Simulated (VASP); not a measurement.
Input of a VASP 6.6.1 run:

Contents of INCAR:

```
SYSTEM = H3CN
ALGO = Normal
EDIFF = 1E-6
ENCUT = 1000
GGA = PE
GGA_COMPAT = .FALSE.
ISIF = 2
ISMEAR = -1
IVDW = 12
LASPH = .TRUE.
LCHARG = .FALSE.
LREAL = Auto
LWAVE = .FALSE.
NBANDS = 74
NELM = 120
PREC = Accurate
SIGMA = 0.05
```

File KPOINTS:

```
k-points
0
G
  1 1 1
  0 0 0
```

File POSCAR:

```
H3CN
1.0
    8.4343270000      0.0000000000      0.0000000000
    0.0000000000      8.4343270000      0.0000000000
    0.0000000000      0.0000000000      8.4343270000
N C H
8 8 24
Direct
    0.0432016775      0.6444549854      0.8689231703
    0.1274532618      0.7032389473      0.7879939472
    0.7901745576      0.5447313330      0.2545992758
    0.7675941805      0.6679716358      0.2173142528
    0.3959999007      0.4717762553      1.0755180493
    0.4729569677      0.3715719030      1.0420670056
    0.3883218622      0.8223479841      0.3327281571
    0.3515256632      0.8623960649      0.2137836389
    0.7668089763     -0.0217232231      0.6057092056
    0.7092786877      0.0745343071      0.4638656718
   -0.0205100493      0.0384510267      0.0964635973
    0.0572718503      0.1882031915      0.1613588377
    0.2131688700      0.1411751185      0.5891815322
    0.1681205867      0.2029639064      0.7529680206
    0.6933862794      0.4942572263      0.6681072024
    0.5236066170      0.5028241277      0.6061320040
    0.7688919068      0.0498921999      0.7145203363
    0.6897438179     -0.1242632844      0.6280991955
    0.8876454204     -0.0665669655      0.5865349928
    0.7065893714      0.0025627592      0.3554147831
    0.5889261050      0.1204558614      0.4830528972
    0.7867846613      0.1765439860      0.4405173845
   -0.1208388321      0.0668764792      0.0182568248
    0.0637419686     -0.0328285184      0.0274211464
   -0.0661142630     -0.0369878010      0.1922871549
    0.1600349470      0.1589962322      0.2357644085
    0.0994477302      0.2656473377      0.0655912874
   -0.0258626391      0.2574771214      0.2338744290
    0.1742929952      0.0179418136      0.5727415212
    0.1584180762      0.2127779539      0.4953351109
    0.3421081527      0.1439790736      0.5708680256
    0.2054258835      0.3266660974      0.7689363408
    0.0393630542      0.1983988485      0.7715631501
    0.2238213885      0.1326265676      0.8472793658
    0.7682926936      0.5859021011      0.6139733570
    0.6982953919      0.5114569355      0.7970916136
    0.7477870166      0.3788940521      0.6421337347
    0.4484511632      0.4121232621      0.6614939871
    0.4694271833      0.6188057057      0.6300609973
    0.5186154171      0.4836437910      0.4774155869
```

Potentials or basis: VASP PAW PBE potentials, release 64 (N_h, C_h, H_h).

Run with:

```bash
$ cat potpaw_PBE.64/N_h/POTCAR potpaw_PBE.64/C_h/POTCAR potpaw_PBE.64/H_h/POTCAR > POTCAR
$ mpirun -np 1 vasp_gam > vasp.out
```

Q: Predict the largest force.

A: 0.089 eV/Å.

Q: What does it give for the dispersion energy per atom?

A: -0.034 eV.

Q: Estimate the band gap on the k mesh.

A: 5.65 eV.

Stress tensor (GPa, compression positive):
```
-0.13  0.05 -0.05
 0.05 -0.13  0.04
-0.05  0.04 -0.05
```

Caveat: the k points lie up to 0.74 Å⁻¹ apart.
